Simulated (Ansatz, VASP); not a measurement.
Two plane-wave programs on Be2Se

INCAR

```
  ALGO = Normal
  EDIFF = 1E-6
  ENCUT = 600
  GGA = PE
  GGA_COMPAT = F
  ISIF = 2
  ISMEAR = 0
  LASPH = T
  LCHARG = F
  LREAL = F
  LWAVE = F
  NBANDS = 32
  NELM = 120
  PREC = Accurate
  SIGMA = 0.2
```

Contents of KPOINTS:

```
k-points
0
Gamma
  6 4 4
```

File POSCAR:

```
Be2Se
1.0
    0.0000000000      3.7584051556      0.0000000000
    0.0000000000      0.0000000000      5.9063990120
    7.6991044298      0.0000000000      0.0000000000
Be Se
8 4
Direct
    0.2500000000      0.4183059993      0.4777685914
    0.7500000000      0.9183059993      0.0222314086
    0.7500000000      0.5816940007      0.5222314086
    0.2500000000      0.0816940007      0.9777685914
    0.7500000000      0.2080848384      0.5214365708
    0.7500000000      0.2919151616      0.0214365708
    0.2500000000      0.7919151616      0.4785634292
    0.2500000000      0.7080848384      0.9785634292
    0.7500000000      0.6002214275      0.8320468442
    0.2500000000      0.1002214275      0.6679531558
    0.2500000000      0.3997785725      0.1679531558
    0.7500000000      0.8997785725      0.3320468442
```

Input for Ansatz:

```yaml
crystal:
  lattice:
    - [0.0, 3.7584051556, 0.0]
    - [0.0, 0.0, 5.906399012]
    - [7.6991044298, 0.0, 0.0]
  atoms:
    - { symbol: Be, position: [0.25, 0.4183059993, 0.4777685914] }
    - { symbol: Be, position: [0.75, 0.9183059993, 0.0222314086] }
    - { symbol: Be, position: [0.75, 0.5816940007, 0.5222314086] }
    - { symbol: Be, position: [0.25, 0.0816940007, 0.9777685914] }
    - { symbol: Be, position: [0.75, 0.2080848384, 0.5214365708] }
    - { symbol: Be, position: [0.75, 0.2919151616, 0.0214365708] }
    - { symbol: Be, position: [0.25, 0.7919151616, 0.4785634292] }
    - { symbol: Be, position: [0.25, 0.7080848384, 0.9785634292] }
    - { symbol: Se, position: [0.75, 0.6002214275, 0.8320468442] }
    - { symbol: Se, position: [0.25, 0.1002214275, 0.6679531558] }
    - { symbol: Se, position: [0.25, 0.3997785725, 0.1679531558] }
    - { symbol: Se, position: [0.75, 0.8997785725, 0.3320468442] }
basis:
  ecutwfc: 420
kpoints:
  mp_grid: { grid: [6, 4, 4] }
hamiltonian:
  xc: pbe
scf:
  occupations: { method: gaussian, width: 0.2 }
  lower_state_search: "off"
output:
  forces: true
  stress: true
  eigenvalues: true
```

Alike in both runs: task single point; functional PBE; k mesh 6 × 4 × 4; occupations gaussian, width 0.2 eV; no spin polarisation.

|  | VASP | Ansatz |
| --- | --- | --- |
| version | VASP 6.6.1 | Ansatz 0.2.0 |
| potentials or method | VASP PAW PBE potentials, release 64 (Be, Se), cutoff 600 eV | scalar-relativistic, plane waves, PAW |
| valence electrons in the cell | 40 | 80 |

```tsv
	VASP	Ansatz	Ansatz less VASP
gap on the k mesh at the Fermi level (eV)	none	none	-
pressure (GPa)	0.2	0.1	-0.14
traceless stress, the component that is largest in VASP (GPa)	0.10	0.08	-0.021
rms of the force components (eV/Å)	0.012	0.006	-0.0061
```

Atom by atom the forces differ by 0.006 eV/Å (rms over components). A gap of «none» marks a metal or a gap that the smearing closes. VASP's potentials hold 40 valence electrons a cell and Ansatz's 80, so a difference there can come from the potentials and not from the codes.
